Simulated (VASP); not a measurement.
Input of a VASP 6.6.1 run:

Contents of INCAR:

```
ALGO = Normal
EDIFF = 1E-7
EDIFFG = -0.025
ENCUT = 650
GGA = PE
GGA_COMPAT = False
IBRION = 2
ISIF = 2
ISMEAR = 0
KPAR = 2
LASPH = True
LCHARG = False
LREAL = Auto
LWAVE = False
NCORE = 2
NELECT = 160.0
NELM = 120
NELMIN = 4
NSW = 65
PREC = Accurate
SIGMA = 0.01
```

Contents of KPOINTS:

```
Automatic mesh
0
Gamma
  2 2 2
  0.5 0.5 0.5
```

File POSCAR:

```
Li16HBr16
1.0
    5.5088933364     -5.5088933364     -5.5088933364
   -5.5088933364     -5.5088933364      5.5088933364
   -5.5088933364      5.5088933364     -5.5088933364
Li Br H
16 16 1
Direct
    0.2451890453      0.2451890453      0.4973441800
    0.2451890453      0.4973441800      0.2451890453
    0.2548109547      0.7500000000      0.0021551347
    0.0021551347      0.2548109547      0.7500000000
    0.2548109547      0.0021551347      0.7500000000
    0.0026558200      0.4978448653      0.4978448653
    0.0021551347      0.7500000000      0.2548109547
    0.7500000000      0.2548109547      0.0021551347
    0.9953576646      0.9953576646      0.9953576646
    0.7500000000      0.5046423354      0.7500000000
    0.7500000000      0.7500000000      0.5046423354
    0.4973441800      0.2451890453      0.2451890453
    0.7500000000      0.0021551347      0.2548109547
    0.4978448653      0.4978448653      0.0026558200
    0.5046423354      0.7500000000      0.7500000000
    0.4978448653      0.0026558200      0.4978448653
    0.2526856502      0.4997516507      0.7500000000
    0.2526856502      0.7500000000      0.4997516507
    0.2473143498     -0.0029339995      0.2473143498
    0.0002483493      0.5029339995      0.0002483493
    0.2473143498      0.2473143498     -0.0029339995
    0.0154540556      0.7500000000      0.7500000000
    0.0002483493      0.0002483493      0.5029339995
    0.7500000000      0.4997516507      0.2526856502
   -0.0029339995      0.2473143498      0.2473143498
    0.7500000000      0.7500000000      0.0154540556
    0.7500000000      0.0154540556      0.7500000000
    0.4845459444      0.4845459444      0.4845459444
    0.7500000000      0.2526856502      0.4997516507
    0.4997516507      0.7500000000      0.2526856502
    0.5029339995      0.0002483493      0.0002483493
    0.4997516507      0.2526856502      0.7500000000
    0.7500000000      0.7500000000      0.7500000000
```

Potentials or basis: VASP PAW PBE potentials, release 64 (Li_sv, Br, H).

The run is started by

```console
$ cat potpaw_PBE.64/Li_sv/POTCAR potpaw_PBE.64/Br/POTCAR potpaw_PBE.64/H/POTCAR > POTCAR
$ mpirun -np 4 vasp_std > vasp.out
```

**Question.** Estimate the energy gained by relaxing.

**Answer.** 30.3 meV/atom.

Step by step:
```
step  energy change (eV)  largest force (eV/Å)  pressure (GPa)
   1              0.0000                0.9178           -1.82
   2             -0.2053                0.8463           -1.83
   3             -0.6937                0.5454           -1.75
   4             -0.7386                0.7706           -1.01
   5             -0.9114                0.1365           -1.52
   6             -0.9199                0.1341           -1.44
   7             -0.9458                0.0941           -1.44
   8             -0.9740                0.0569           -1.40
   9             -0.9824                0.0384           -1.44
  10             -0.9860                0.0811           -1.50
  11             -0.9866                0.0612           -1.48
  12             -0.9926                0.0254           -1.49
  13             -0.9965                0.0251           -1.48
  14             -0.9966                0.0387           -1.48
  15             -0.9987                0.0066           -1.51
```

Caveat: the cell carries a net charge on a neutralising background, which shifts energy and pressure; the cell differs from its parent crystal (with an interstitial atom); the cell is charged against a uniform background, so pressure and absolute levels hang on convention.
